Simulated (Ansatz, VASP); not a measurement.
Zn: VASP beside Ansatz

File POSCAR:

```
Zn
1.0
    0.0000000000      1.9289940699      1.9289940699
    1.9289940699      0.0000000000      1.9289940699
    1.9289940699      1.9289940699      0.0000000000
Zn
1
Direct
    0.0000000000      0.0000000000      0.0000000000
```

INCAR.step1

```
PREC = Accurate ; ENCUT = 520
ISMEAR = -1 ; SIGMA = 0.1
LREAL = F ; LASPH = T
NELM = 80 ; NBANDS = 12
GGA = PE ; ALGO = Normal
EDIFF = 1E-4 ; LWAVE = T
LCHARG = F
```

The input INCAR.step2:

```
PREC = Accurate ; ENCUT = 520
EDIFF = 1E-7 ; ISMEAR = -1
SIGMA = 0.1 ; LREAL = F
LASPH = T ; NELM = 80
ALGO = Normal ; ISIF = 2
LWAVE = F ; LCHARG = T
METAGGA = R2SCAN ; LMIXTAU = T
LELF = T ; LVHAR = T
NBANDS = 12 ; ISTART = 1
```

The input KPOINTS:

```
Automatic mesh
0
Gamma
  16 16 16
```

Input for Ansatz:

```yaml
crystal:
  lattice:
    - [0.0, 1.9289940699, 1.9289940699]
    - [1.9289940699, 0.0, 1.9289940699]
    - [1.9289940699, 1.9289940699, 0.0]
  atoms:
    - { symbol: Zn, position: [0.0, 0.0, 0.0] }
hamiltonian:
  xc: r2scan
  pseudopotentials:
    kind: paw
    azcp:
      Zn: "pseudopotentials/Zn.paw.azcp"
basis:
  ecutwfc: 500
  fft_grid_basis: typed
kpoints:
  mp_grid: { grid: [16, 16, 16], shift: [0, 0, 0] }
magnetization:
  spin_polarized: false
scf:
  occupations: { method: fermi_dirac, width: 0.1 }
  lower_state_search: "off"
output:
  stress: true
```

Alike in both runs: task single point; functional r2SCAN; k mesh 16 × 16 × 16; occupations fermi-dirac, width 0.1 eV; no spin polarisation.

|  | VASP | Ansatz |
| --- | --- | --- |
| version | VASP 6.6.1 | Ansatz 0.2.0 |
| potentials or method | VASP PAW PBE potentials, release 64 (Zn), cutoff 520 eV | plane waves (500 eV) with PAW, scalar-relativistic |
| valence electrons in the cell | 12 | 12 |

Ansatz gave:

- pressure (GPa): -0.3

Problem. What did VASP give for the same quantities?

Solution. Pressure (GPa): 0.1.

VASP's potentials were made for PBE, not for r2SCAN.
